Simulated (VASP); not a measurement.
**Si: single point with PBE**

The system is Si.

```
Si
1.0
     0.00000    0.00000    3.86084
     3.34558   -3.34558   -1.93042
     6.69117    6.69117    0.00000
Si
8
Direct
  0.00000 0.00000 0.17861
  0.50000 0.00000 0.67861
  0.50000 0.00000 0.32139
  0.00000 0.00000 0.82139
  0.82139 0.64278 0.00000
  0.32139 0.64278 0.50000
  0.17861 0.35722 0.00000
  0.67861 0.35722 0.50000
```

```yaml
Program: VASP 6.6.1
Task: single point
Functional: PBE
Potentials_or_basis: VASP PAW PBE potentials, release 64 (Si)
Cutoff: 520 eV
k_mesh: 10 × 10 × 4
Occupations: gaussian, width 0.05 eV
Spin: no spin polarisation
Dipole_correction: no
Further_INCAR_settings: ALGO = Normal; EDIFF = 1e-07; NBANDS = 26
```

```yaml
Pressure: -0.1 GPa
Band_gap_on_the_k_mesh: 0.36 eV
```

Levels at points of the mesh, in eV from the valence-band top:
| k point | band 13 | band 14 | band 15 | band 16 | band 17 | band 18 | band 19 | band 20 |
| --- | --- | --- | --- | --- | --- | --- | --- | --- |
| (0.00, 0.00, 0.00) | -1.57 | -1.44 | -1.44 | -0.54 | 1.46 | 1.57 | 1.57 | 1.65 |
| (0.50, 0.00, 0.00) | -2.37 | -2.37 | -2.25 | -2.25 | 1.51 | 1.51 | 2.07 | 2.07 |
| (0.00, 0.50, 0.00) | -1.57 | -0.20 | 0.00 | 0.00 | 0.44 | 1.65 | 1.95 | 1.97 |
| (0.00, 0.00, 0.50) | -1.73 | -1.73 | -1.51 | -1.51 | 0.84 | 0.84 | 2.02 | 2.02 |
| (0.50, 0.00, 0.50) | -2.32 | -2.32 | -1.40 | -1.40 | 0.89 | 0.89 | 2.36 | 2.36 |
| (0.00, 0.50, 0.50) | -0.72 | -0.72 | -0.54 | -0.54 | 0.80 | 0.80 | 2.74 | 2.74 |

It took 6.4 min on 1 thread of AMD EPYC 7R43 64-Core Processor (Zen 3), on a shared host, peak memory 0.41 GiB.

A k mesh can miss the band edges.
